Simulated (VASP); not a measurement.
Set up this calculation in VASP 6.6.1, as the native input.

```yaml
Task: single point
Functional: r2SCAN
Potentials_or_basis: VASP PAW PBE potentials, release 64 (K_sv, Cl)
Cutoff: 520 eV
k_mesh: 6 × 6 × 6
Occupations: gaussian, width 0.02 eV
Spin: no spin polarisation
Dipole_correction: no
Further_INCAR_settings: ALGO = Normal; EDIFF = 1e-07; NBANDS = 15
```

KCl:

```
K Cl
1.0
     3.73237    0.00000    0.00000
     0.00000    3.73237    0.00000
     0.00000    0.00000    3.73237
K Cl
1 1
Direct
  0.00000 0.00000 0.00000
  0.50000 0.50000 0.50000
```

This cell differs from its parent crystal: volume scaled by 0.97.

These files were run (other wordings do the same):

POSCAR

```
KCl
1.0
    3.7323706966      0.0000000000      0.0000000000
    0.0000000000      3.7323706966      0.0000000000
    0.0000000000      0.0000000000      3.7323706966
K Cl
1 1
Direct
    0.0000000000      0.0000000000      0.0000000000
    0.5000000000      0.5000000000      0.5000000000
```

INCAR.step1

```
PREC = Accurate
ENCUT = 520
ISMEAR = 0
SIGMA = 0.02
LREAL = F
LASPH = T
NELM = 60
NBANDS = 15
GGA = PE
ALGO = Normal
EDIFF = 1E-4
LWAVE = T
LCHARG = F
```

INCAR.step2

```
PREC = Accurate
ENCUT = 520
EDIFF = 1E-7
ISMEAR = 0
SIGMA = 0.02
LREAL = F
LASPH = T
NELM = 60
ALGO = Normal
ISIF = 2
LWAVE = F
LCHARG = F
METAGGA = R2SCAN
LMIXTAU = T
NBANDS = 15
ISTART = 1
```

KPOINTS

```
regular mesh
0
Gamma
  6 6 6
```

Potentials or basis: VASP PAW PBE potentials, release 64 (K_sv, Cl).

The run is started by

```console
$ cat potpaw_PBE.64/K_sv/POTCAR potpaw_PBE.64/Cl/POTCAR > POTCAR
$ cp INCAR.step1 INCAR
$ mpirun -np 1 vasp_std > vasp.out
$ cp INCAR.step2 INCAR
$ mpirun -np 1 vasp_std > vasp.out
```

It gave:

* Pressure: 0.7 GPa
* Band gap on the k mesh: 5.96 eV, indirect (least direct gap 6.18 eV)

Caveat: the PAW data sets were made with another functional, which shifts forces and pressure a little.

Wall time 52 s on 1 thread of Intel(R) Xeon(R) Platinum 8488C (Sapphire Rapids) (shared host), peak memory 0.16 GiB.
